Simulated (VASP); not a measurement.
Set up this calculation in VASP 6.6.1, as the native input.

* Task: single point
* Functional: PBE
* Potentials or basis: VASP PAW PBE potentials, release 64 (Mg, O)
* Cutoff: 520 eV
* k mesh: 10 × 10 × 10
* Occupations: gaussian, width 0.05 eV
* Spin: no spin polarisation
* Dipole correction: no
* Further INCAR settings: ALGO = Normal; EDIFF = 1e-07; NBANDS = 11

The structure of MgO lies in POSCAR:

```
MgO
1.0
    0.0000000000      2.1351500000      2.1351500000
    1.9750137500      0.0000000000      2.1351500000
    1.9750137500      2.1351500000      0.0000000000
Mg O
1 1
Direct
    0.0000000000      0.0000000000      0.0000000000
    0.5000000000      0.5000000000      0.5000000000
```

This cell differs from its parent crystal: strain -0.0750 x Voigt [1, 0, 0, 0, 0, 0].

The input as run:

INCAR

```
  PREC = Accurate
  ENCUT = 520
  EDIFF = 1E-7
  ISMEAR = 0
  SIGMA = 0.05
  LREAL = F
  LASPH = T
  NELM = 60
  ALGO = Normal
  ISIF = 2
  LWAVE = F
  LCHARG = F
  GGA = PE
  NBANDS = 11
```

KPOINTS

```
regular mesh
0
Gamma
  10 10 10
```

Potentials or basis: VASP PAW PBE potentials, release 64 (Mg, O).

The run is started by

```bash
$ cat potpaw_PBE.64/Mg/POTCAR potpaw_PBE.64/O/POTCAR > POTCAR
$ mpirun -np 1 vasp_std > vasp.out
```

It gave:

```json
{
 "Pressure": "13.0 GPa",
 "Band gap on the k mesh": "4.99 eV, direct"
}
```

Caveat: the cell differs from its parent crystal (strain -0.0750 x Voigt [1, 0, 0, 0, 0, 0]).

Run time: 11 s on 1 thread of Intel(R) Xeon(R) Platinum 8375C CPU @ 2.90GHz (Ice Lake) (shared host), peak memory 0.15 GiB.
